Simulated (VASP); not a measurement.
# Sn3PbS4 (Cm) in VASP: a series of runs

Sn3PbS4 is run at these levels: PBE, LDA; tasks: single point.

Everything below comes from runs of VASP 6.6.1. Logs are shortened: lines on timing, memory, paths and dates and some standing lists are left out, and cuts for length are marked.

## 1. The cell of the first run

The structure is monoclinic, space group Cm (No. 8). The conventional cell has a = 12.451 Å, b = 8.283 Å, c = 4.201 Å, α = 90.00°, β = 107.05°, γ = 90.00°. Sn (site symmetry 1) has 5 S at 2.59 to 3.19 Å within 3.4 Å. Within 3.5 Å of Sn (site symmetry m) lie 5 S at 2.62 to 3.00 Å. Pb (site symmetry m) has 6 S at 2.74 to 3.76 Å and 2 Sn at 3.69 Å within 3.8 Å. S (site symmetry 1) has 3 Sn at 2.59 to 3.00 Å and 2 Pb at 2.97 to 3.03 Å within 3.4 Å. Within 3.5 Å of S (site symmetry m) lie 5 Sn at 2.62 to 3.19 Å. Within 3.6 Å of S (site symmetry m) lie 4 Sn at 2.74 to 3.15 Å and 1 Pb at 2.74 Å.

## 2. Single point, PBE

INCAR reads:

```
SYSTEM = Sn3PbS4
PREC = Accurate
ENCUT = 500
EDIFF = 1E-6
ISMEAR = 0
SIGMA = 0.02
LREAL = .FALSE.
LASPH = .TRUE.
NELM = 120
ALGO = Normal
ISIF = 2
LWAVE = .FALSE.
LCHARG = .TRUE.
GGA = PE
LELF = .TRUE.
LVHAR = .TRUE.
NBANDS = 50
GGA_COMPAT = .FALSE.
```

KPOINTS reads:

```
regular mesh
0
G
  4 4 8
  0 0 0
```

POSCAR reads:

```
Sn3PbS4
1.0
    6.2252868000     -4.1416400000      0.0000000000
    6.2252868000      4.1416400000      0.0000000000
   -1.2320641000      0.0000000000      4.0163001000
Sn Pb S
3 1 4
Direct
    0.9897060000      0.4968690000      0.0608930000
    0.0041030000      0.0041030000      0.3908560000
    0.4968690000      0.9897060000      0.0608930000
    0.4954390000      0.4954390000      0.3932280000
    0.2716430000      0.7816110000      0.9313800000
    0.2241470000      0.2241470000      0.6141240000
    0.7253800000      0.7253800000      0.6148270000
    0.7816110000      0.2716430000      0.9313800000
```

Potentials or basis: VASP PAW PBE potentials, release 64 (Sn_d, Pb_d, S).

The run is started by

```
$ cat potpaw_PBE.64/Sn_d/POTCAR potpaw_PBE.64/Pb_d/POTCAR potpaw_PBE.64/S/POTCAR > POTCAR
$ mpirun -np 1 vasp_std > vasp.out
```

OUTCAR:

```text
SYSTEM = Sn3PbS4
   PREC = Accurate
   ENCUT = 500
   EDIFF = 1E-6
   ISMEAR = 0
   LREAL = .FALSE.
   LASPH = .TRUE.
   NELM = 120
   ISIF = 2
   GGA = PE

 ion  position               nearest neighbor table
   1  0.990  0.497  0.061-   8 2.59   7 2.74   6 2.78   7 3.15   6 3.19   4 3.69   2 3.74
   2  0.004  0.004  0.391-   6 2.62   5 2.87   8 2.87   8 3.00   5 3.00   1 3.74   3 3.74
   3  0.497  0.990  0.061-   5 2.59   7 2.74   6 2.78   7 3.15   6 3.19   4 3.69   2 3.74
   4  0.495  0.495  0.393-   7 2.74   5 2.97   8 2.97   8 3.03   5 3.03   3 3.69   1 3.69
   5  0.272  0.782  0.931-   3 2.59   2 2.87   4 2.97   2 3.00   4 3.03
   6  0.224  0.224  0.614-   2 2.62   1 2.78   3 2.78   1 3.19   3 3.19
   7  0.725  0.725  0.615-   1 2.74   3 2.74   4 2.74   1 3.15   3 3.15
   8  0.782  0.272  0.931-   1 2.59   2 2.87   4 2.97   2 3.00   4 3.03

  LATTYP: Found a base centered monoclinic cell.
 ALAT       =    12.4505736000
 B/A-ratio  =     0.6652930432
 C/A-ratio  =     0.3374165388
 COS(beta)  =    -0.2932767110

  Lattice vectors:

 A1 = (   6.2252868000,  -4.1416400000,   0.0000000000)
 A2 = (   6.2252868000,   4.1416400000,   0.0000000000)
 A3 = (  -1.2320641000,   0.0000000000,   4.0163001000)

Analysis of symmetry for initial positions (statically):
=====================================================================
 Subroutine PRICEL returns:
 Original cell was already a primitive cell.

 Routine SETGRP: Setting up the symmetry group for a
 base centered monoclinic supercell.

 Subroutine GETGRP returns: Found  2 space group operations
 (whereof  2 operations were pure point group operations)
 out of a pool of  4 trial point group operations.

The static configuration has the point symmetry C_1h.

Analysis of symmetry for dynamics (positions and initial velocities):
=====================================================================
 Subroutine PRICEL returns:
 Original cell was already a primitive cell.

 Routine SETGRP: Setting up the symmetry group for a
 base centered monoclinic supercell.

 Subroutine GETGRP returns: Found  2 space group operations
 (whereof  2 operations were pure point group operations)
 out of a pool of  4 trial point group operations.

The dynamic configuration has the point symmetry C_1h.

 Subroutine INISYM returns: Found  2 space group operations
 (whereof  2 operations are pure point group operations),
 and found     1 'primitive' translations

----------------------------------------------------------------------------------------

                                     Primitive cell

  volume of cell :     207.1037

  direct lattice vectors                    reciprocal lattice vectors
     6.225286800 -4.141640000  0.000000000     0.080317585 -0.120725123  0.024638700
     6.225286800  4.141640000  0.000000000     0.080317585  0.120725123  0.024638700
    -1.232064100  0.000000000  4.016300100     0.000000000  0.000000000  0.248985378

  length of vectors
     7.477123620  7.477123620  4.201029450     0.147080030  0.147080030  0.248985378

  position of ions in fractional coordinates (direct lattice)
     0.989706000  0.496869000  0.060893000
     0.004103000  0.004103000  0.390856000
     0.496869000  0.989706000  0.060893000
     0.495439000  0.495439000  0.393228000
     0.271643000  0.781611000  0.931380000
     0.224147000  0.224147000  0.614124000
     0.725380000  0.725380000  0.614827000
     0.781611000  0.271643000  0.931380000

  ion indices of the primitive-cell ions
   primitive index   ion index
                 1           1
                 2           2
                 3           3
                 4           4
                 5           5
                 6           6
                 7           7
                 8           8

----------------------------------------------------------------------------------------

 KPOINTS: regular mesh

Automatic generation of k-mesh.
 Grid dimensions read from file:
 generate k-points for:    4    4    8

 Generating k-lattice:

  Cartesian coordinates                     Fractional coordinates (reciprocal lattice)
     0.020079396 -0.030181281  0.006159675     0.250000000 -0.000000000  0.000000000
     0.020079396  0.030181281  0.006159675    -0.000000000  0.250000000  0.000000000
     0.000000000  0.000000000  0.031123172     0.000000000  0.000000000  0.125000000

  Length of vectors
     0.036770008  0.036770008  0.031123172

  Shift w.r.t. Gamma in fractional coordinates (k-lattice)
     0.000000000  0.000000000  0.000000000

 Subroutine IBZKPT returns following result:
 ===========================================

 Found     44 irreducible k-points:

 Following reciprocal coordinates:
            Coordinates               Weight
  0.000000  0.000000  0.000000      1.000000
  0.250000 -0.000000  0.000000      4.000000
  0.500000 -0.000000  0.000000      2.000000
  0.250000  0.250000  0.000000      2.000000
  0.500000  0.250000  0.000000      4.000000
 -0.250000  0.250000  0.000000      2.000000
[... 16 lines left out ...]
  0.500000  0.250000  0.250000      4.000000
 -0.250000  0.250000  0.250000      4.000000
 [... further k-points ...]
   k-points           NKPTS =     44   k-points in BZ     NKDIM =     44   number of bands    NBANDS=     50
   number of dos      NEDOS =    301   number of ions     NIONS =      8
   total plane-waves  NPLWV = 100352
   dimension x,y,z NGX =    56 NGY =   56 NGZ =   32
   dimension x,y,z NGXF=   112 NGYF=  112 NGZF=   64
   ions per type =               3   1   4
   NGX,Y,Z   is equivalent  to a cutoff of  12.45, 12.45, 12.66 a.u.
   NGXF,Y,Z  is equivalent  to a cutoff of  24.90, 24.90, 25.33 a.u.
 SYSTEM =  Sn3PbS4
   PREC   = accura    normal or accurate (medium, high low for compatibility)
   ISTART =      0    job   : 0-new  1-cont  2-samecut
   ICHARG =      2    charge: 1-file 2-atom 10-const
   ISPIN  =      1    spin polarized calculation?
   LNONCOLLINEAR =      F non collinear calculations
   LSORBIT =      F    spin-orbit coupling
   LASPH  =      T    aspherical Exc in radial PAW
   ENCUT  =  500.0 eV  36.75 Ry    6.06 a.u.  13.63 13.63  7.66*2*pi/ulx,y,z
   NELM   =    120;   NELMIN=  2; NELMDL= -5     # of ELM steps
   EDIFF  = 0.1E-05   stopping-criterion for ELM
   LREAL  =      F    real-space projection
   EDIFFG = 0.1E-04   stopping-criterion for IOM
   NSW    =      0    number of steps for IOM
   IBRION =     -1    ionic relax: 0-MD 1-quasi-New 2-CG
   NFREE  =      0    steps in history (QN), initial steepest desc. (CG)
   ISIF   =      2    stress and relaxation
   ISYM   =      2    0-nonsym 1-usesym 2-fastsym
   POTIM  = 0.5000    time-step for ionic-motion
   TEBEG  =    0.0;   TEEND  =   0.0 temperature during run
   PSTRESS=    0.0 pullay stress
   NELECT =      80.0000    total number of electrons
   NUPDOWN=      -1.0000    fix difference up-down
   EMIN   =  10.00;   EMAX   =-10.00  energy-range for DOS
   EFERMI =   0.00;   METHOD = LEGACY
   ISMEAR =     0;   SIGMA  =   0.02  broadening in eV -4-tet -1-fermi 0-gaus
   EFERMI_NEDOS =   21; number of points for ismear=-14 and -15
   IALGO  =     38    algorithm
   IMIX   =      4    mixing-type and parameters
     AMIX     =   0.40;   BMIX     =  1.00
     AMIX_MAG =   1.60;   BMIX_MAG =  1.00
  volume/ion in A,a.u.               =      25.89       174.70
  Fermi-wavevector in a.u.,A,eV,Ry     =   1.192273  2.253068 19.340869  1.421514
  Thomas-Fermi vector in A             =   2.328315
   LORBIT       =      0    0 simple, 1 ext, 2 COOP (PROOUT), +10 PAW based schemes
   GGA     = PE    functional components
   LHFCALC =     F    Hartree Fock is set to
   AEXX    =    0.0000 exact exchange contribution
   IVDW    =     0    specifies the selected vdW correction
   LEPSILON=     F    determine dielectric tensor
   LRPA    =     F    only Hartree local field effects (RPA)
 non-spin polarized calculation
 Gauss-broadening in eV      SIGMA  =   0.02
  energy-cutoff  :      500.00
  volume of cell :      207.10
 maximum number of plane-waves:      5275
 NGX is ok and might be reduce to    56
   NGX = 27   NGY = 27   NGZ = 15

 number of electron      80.0000011 magnetization

 Free energy of the ion-electron system (eV)
  ---------------------------------------------------
  ext. energy  EPLUGINS =         0.00000000
  ---------------------------------------------------
  free energy    TOTEN  =       -35.20892817 eV

  energy without entropy =      -35.20892817  energy(sigma->0) =      -35.20892817

 E-fermi :   5.5294     XC(G=0):  -9.5658

 val. band max:        5.4382021621   @ k =   0.5000   0.5000   0.5000
 cond. band min:       6.0820779347   @ k =   0.5000   0.5000   0.0000
 fundamental gap:      0.6438757726
 Fermi energy:         5.5294446351

 k-point     1 :       0.0000    0.0000    0.0000
  band No.  band energies     occupation
      1     -15.7717      2.00000
      2     -15.7656      2.00000
      3     -15.7356      2.00000
      4     -15.7241      2.00000
      5     -15.7210      2.00000
      6     -15.7171      2.00000
[... 42 lines left out ...]
     49       9.9544      0.00000
     50      10.5115      0.00000

 k-point     2 :       0.2500   -0.0000    0.0000
  band No.  band energies     occupation
      1     -15.7718      2.00000
      2     -15.7657      2.00000
      3     -15.7346      2.00000
      4     -15.7235      2.00000
      5     -15.7191      2.00000
      6     -15.7166      2.00000
[... 42 lines left out ...]
     49       9.5646      0.00000
     50       9.6933      0.00000

 k-point     3 :       0.5000   -0.0000    0.0000
  band No.  band energies     occupation
      1     -15.7718      2.00000
      2     -15.7658      2.00000
      3     -15.7335      2.00000
      4     -15.7227      2.00000
      5     -15.7169      2.00000
      6     -15.7160      2.00000
[... 42 lines left out ...]
     49       9.6702      0.00000
     50       9.7536      0.00000

 k-point     4 :       0.2500    0.2500    0.0000
  band No.  band energies     occupation
      1     -15.7718      2.00000
      2     -15.7658      2.00000
      3     -15.7346      2.00000
      4     -15.7222      2.00000
      5     -15.7214      2.00000
      6     -15.7185      2.00000
[... 999 lines left out ...]
 k-point    23 :       0.5000    0.2500    0.2500
  band No.  band energies     occupation
      1     -15.7724      2.00000
      2     -15.7659      2.00000
      3     -15.7347      2.00000
      4     -15.7231      2.00000
      5     -15.7196      2.00000
      6     -15.7154      2.00000
[... 42 lines left out ...]
     49      10.0305      0.00000
     50      10.3184      0.00000

 k-point    24 :      -0.2500    0.2500    0.2500
  band No.  band energies     occupation
      1     -15.7723      2.00000
      2     -15.7659      2.00000
      3     -15.7330      2.00000
      4     -15.7247      2.00000
      5     -15.7196      2.00000
      6     -15.7154      2.00000
[... 42 lines left out ...]
     49       9.9625      0.00000
     50      10.2136      0.00000

 [... further k-points ...]
[... 5 lines left out ...]
  --------------------------------------------------------------------------------------
  -------------------------------------------------------------------------------------
  Total       -0.0848535     -0.0690985     -0.0530294      0.0000000      0.0000000     -0.0123262
  in kB       -0.6564365     -0.5345537     -0.4102414      0.0000000      0.0000000     -0.0953568
  external PRESSURE =      -0.5337439 kB  Pullay stress =       0.0000000 kB

 VOLUME and BASIS-vectors are now :
 -----------------------------------------------------------------------------
  energy-cutoff  :      500.00
  volume of cell :      207.10
      direct lattice vectors                 reciprocal lattice vectors
     6.225286800 -4.141640000  0.000000000     0.080317585 -0.120725123  0.024638700
     6.225286800  4.141640000  0.000000000     0.080317585  0.120725123  0.024638700
    -1.232064100  0.000000000  4.016300100     0.000000000  0.000000000  0.248985378

 POSITION                                       TOTAL-FORCE (eV/Angst)
 -----------------------------------------------------------------------------------
      9.17933     -2.04115      0.24456        -0.002470     -0.001719     -0.000418
     -0.43047      0.00000      1.56979         0.004569      0.000000     -0.004359
      9.17933      2.04115      0.24456        -0.002470      0.001719     -0.000418
      5.68402      0.00000      1.57932         0.005743      0.000000     -0.004432
      5.40929      2.11210      3.74070        -0.004845     -0.002425      0.006299
      2.03412      0.00000      2.46651         0.002106      0.000000     -0.001132
      8.27389      0.00000      2.46933         0.002212      0.000000     -0.001840
      5.40929     -2.11210      3.74070        -0.004845      0.002425      0.006299
 -----------------------------------------------------------------------------------
    total drift:                               -0.000247      0.000000      0.001193

  FREE ENERGIE OF THE ION-ELECTRON SYSTEM (eV)
  ---------------------------------------------------
  free  energy   TOTEN  =       -35.2089281655 eV

  energy  without entropy=      -35.2089281655  energy(sigma->0) =      -35.20892817
```

It took 11 min on 1 thread of Intel Xeon Platinum 8259CL at 2.50GHz (Skylake/Cascade Lake), shared host; peak memory 0.53 GiB.

What came out:

```yaml
Free_energy: -35.2089 eV
Pressure: -0.1 GPa
Largest_force: 0.008 eV/Å
Band_gap_on_the_k_mesh: 0.64 eV (least direct gap 0.98 eV)
```

Forces in eV/Å, atoms in the order of the input:
```
Sn  -0.002 -0.002  0.000
Sn   0.005  0.000 -0.004
Sn  -0.002  0.002  0.000
Pb   0.006  0.000 -0.004
S   -0.005 -0.002  0.006
S    0.002  0.000 -0.001
S    0.002  0.000 -0.002
S   -0.005  0.002  0.006
```

Caveat: spin-orbit coupling is left out, which moves the levels of the heavy elements.

## 3. Single point, LDA

INCAR reads:

```
SYSTEM = Sn3PbS4
ALGO = Normal ; EDIFF = 1E-6
ENCUT = 500 ; GGA = CA
GGA_COMPAT = .False. ; ISIF = 2
ISMEAR = 0 ; LASPH = .True.
LCHARG = .False. ; LREAL = .False.
LWAVE = .False. ; NBANDS = 50
NELM = 120 ; PREC = Accurate
SIGMA = 0.02
```

KPOINTS reads:

```
k-points
0
Gamma
  4 4 8
  0 0 0
```

POSCAR is that of step 2.

Potentials or basis: VASP PAW LDA potentials, release 64 (Sn_d, Pb_d, S).

The run is started by

```
$ cat potpaw_LDA.64/Sn_d/POTCAR potpaw_LDA.64/Pb_d/POTCAR potpaw_LDA.64/S/POTCAR > POTCAR
$ mpirun -np 1 vasp_std > vasp.out
```

It took 12 min on 1 thread of Intel Xeon Platinum 8259CL at 2.50GHz (Skylake/Cascade Lake), shared host; peak memory 0.48 GiB.

It converged, with:

| Item | Value |
| --- | --- |
| Free energy | -39.9498 eV |
| Pressure | -4.3 GPa |
| Largest force | 0.190 eV/Å |
| Band gap on the k mesh | 0.56 eV (least direct gap 0.87 eV) |

Forces on the atoms (eV/Å):
```
Sn  -0.142 -0.010 -0.121
Sn   0.189  0.000  0.021
Sn  -0.142  0.010 -0.121
Pb   0.188  0.000  0.028
S    0.106 -0.018  0.067
S   -0.148  0.000  0.028
S   -0.158  0.000  0.031
S    0.106  0.018  0.067
```

Stress tensor (GPa, compression positive):
```
-4.25  0.00  0.06
 0.00 -4.41  0.00
 0.06  0.00 -4.30
```

Levels at points of the mesh, in eV from the valence-band top:
| k point | band 38 | band 39 | band 40 | band 41 | band 42 | band 43 |
| --- | --- | --- | --- | --- | --- | --- |
| (0.00, 0.00, 0.00) | -1.01 | -0.75 | -0.45 | 1.59 | 1.63 | 2.50 |
| (0.50, 0.00, 0.00) | -1.11 | -0.66 | -0.46 | 1.89 | 2.03 | 2.74 |
| (0.50, 0.50, 0.00) | -0.66 | -0.35 | -0.31 | 0.56 | 1.15 | 1.39 |
| (0.00, 0.00, 0.50) | -1.53 | -0.66 | -0.20 | 1.46 | 1.54 | 1.89 |
| (0.50, 0.00, 0.50) | -1.45 | -1.24 | -1.22 | 1.68 | 1.70 | 3.01 |
| (0.50, 0.50, 0.50) | -1.65 | -0.73 | 0.00 | 1.48 | 1.60 | 2.04 |

Caveat: the cell stands under tension; spin-orbit coupling is left out, which moves the levels of the heavy elements.
